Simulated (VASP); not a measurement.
Input of a VASP 6.6.1 run:

The input INCAR:

```
ALGO = Fast
EDIFF = 1E-7
ENCUT = 520
GGA = PE
ISIF = 2
ISMEAR = 0
LASPH = T
LCHARG = T
LELF = T
LREAL = F
LVHAR = T
LWAVE = F
NBANDS = 18
NELM = 80
PREC = Accurate
SIGMA = 0.15
```

The input KPOINTS:

```
k-points
0
Gamma
  18 18 18
```

Contents of POSCAR:

```
TiAl3
1.0
   -1.9226734293      1.9226734293      4.3114047961
    1.9226734293     -1.9226734293      4.3114047961
    1.9226734293      1.9226734293     -4.3114047961
Ti Al
1 3
Direct
   -0.0018896750     -0.0018896750      0.0000000000
    0.5034791444      0.5034791444      0.0000000000
    0.7499366308      0.2499366308      0.5000000000
    0.2499366308      0.7499366308      0.5000000000
```

Potentials or basis: VASP PAW PBE potentials, release 64 (Ti_sv, Al).

Command:

```bash
$ cat potpaw_PBE.64/Ti_sv/POTCAR potpaw_PBE.64/Al/POTCAR > POTCAR
$ mpirun -np 1 vasp_std > vasp.out
```

Q: What does it give for the largest force?

A: 0.114 eV/Å.

Q: What does it give for the pressure?

A: 0.0 GPa.

Q: Estimate the band gap on the k mesh.

A: Zero (an odd number of electrons rules out a gap without spin polarisation).

Forces on the atoms (eV/Å):
```
Ti   0.000  0.000  0.110
Al   0.000  0.000 -0.114
Al   0.000  0.000  0.002
Al   0.000  0.000  0.002
```

Caveat: the cell differs from its parent crystal (atoms displaced along a vibrational mode).
